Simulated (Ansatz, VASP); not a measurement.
## Two plane-wave programs on Cu

INCAR

```
PREC = Accurate ; ENCUT = 520
EDIFF = 1E-6 ; ISMEAR = 1
SIGMA = 0.3 ; LREAL = F
LASPH = T ; NELM = 100
ALGO = Normal ; ISIF = 2
LWAVE = F ; LCHARG = F
GGA = PE ; NBANDS = 12
```

Contents of KPOINTS:

```
regular mesh
0
Gamma
  15 15 15
```

POSCAR

```
Cu
1.0
    0.0000000000      1.8145751207      1.8145751207
    1.8145751207      0.0000000000      1.8145751207
    1.8145751207      1.8145751207      0.0000000000
Cu
1
Direct
    0.0000000000      0.0000000000      0.0000000000
```

Input for Ansatz:

```yaml
crystal:
  lattice:
    - [0.0, 1.8145751207, 1.8145751207]
    - [1.8145751207, 0.0, 1.8145751207]
    - [1.8145751207, 1.8145751207, 0.0]
  atoms:
    - { symbol: Cu, position: [0.0, 0.0, 0.0] }
hamiltonian:
  xc: pbe
  pseudopotentials:
    kind: paw
    azcp:
      Cu: "pseudopotentials/Cu.paw.azcp"
basis:
  ecutwfc: 420
  fft_grid_basis: typed
kpoints:
  mp_grid: { grid: [15, 15, 15], shift: [0, 0, 0] }
magnetization:
  spin_polarized: false
scf:
  occupations: { method: cold, width: 0.3 }
  lower_state_search: "off"
output:
  stress: true
  write_density: true
  write_potential: true
  elf: true
  volumetric_format: npy
```

Alike in both runs: task single point; functional PBE; k mesh 15 × 15 × 15; no spin polarisation.

|  | VASP | Ansatz |
| --- | --- | --- |
| version | VASP 6.6.1 | Ansatz 0.2.0 |
| potentials or method | VASP PAW PBE potentials, release 64 (Cu), cutoff 520 eV | plane waves (420 eV) with PAW, scalar-relativistic |
| occupations | methfessel-paxton of order 1, width 0.3 eV | cold, width 0.3 eV |
| valence electrons in the cell | 11 | 19 |

VASP gave:

* pressure (GPa): 0.5

**Question.** Estimate Ansatz's values.

**Answer.** Pressure (GPa): 0.0.

VASP's potentials hold 11 valence electrons a cell and Ansatz's 19, so a difference there can come from the potentials and not from the codes.
